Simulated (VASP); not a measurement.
Crystal: NaCl (m.bA).

```
Na Cl
1.0
     0.00000    2.80000    2.80000
     2.80000    0.00000    2.80000
     2.80000    2.80000    0.00000
Na Cl
1 1
Direct
  0.00000 0.00000 0.00000
  0.50000 0.50000 0.50000
```

- Program: VASP 6.6.1
- Task: relaxation of cell and atoms
- Functional: PBE
- Potentials or basis: VASP PAW PBE potentials, release 64 (Na_pv, Cl)
- Cutoff: 500 eV
- k mesh: 8 × 8 × 8
- Occupations: gaussian, width 0.02 eV
- Spin: no spin polarisation

At the start: pressure 1.3 GPa; volume 21.95 Å³/atom.

Task: Where does the relaxation end?

Result: Over 4 steps the energy falls by 4.1 meV/atom and the volume is 23.02 Å³/atom (+4.9 %); space group Fm-3m (No. 225, to 0.05 Å).

The path:
```
step  energy change (eV)  largest force (eV/Å)  pressure (GPa)  volume (Å³)
   1              0.0000                0.0000            1.30        43.90
   2             -0.0066                0.0000            0.56        45.04
   3             -0.0083                0.0000           -0.03        46.11
   4             -0.0083                0.0000            0.01        46.04
```

Final structure:
```yaml
crystal:
  lattice:
    - [0.00000, 2.84474, 2.84474]
    - [2.84474, 0.00000, 2.84474]
    - [2.84474, 2.84474, 0.00000]
  atoms:
    - { symbol: Na, position: [0.00000, 0.00000, 0.00000] }
    - { symbol: Cl, position: [0.50000, 0.50000, 0.50000] }
```
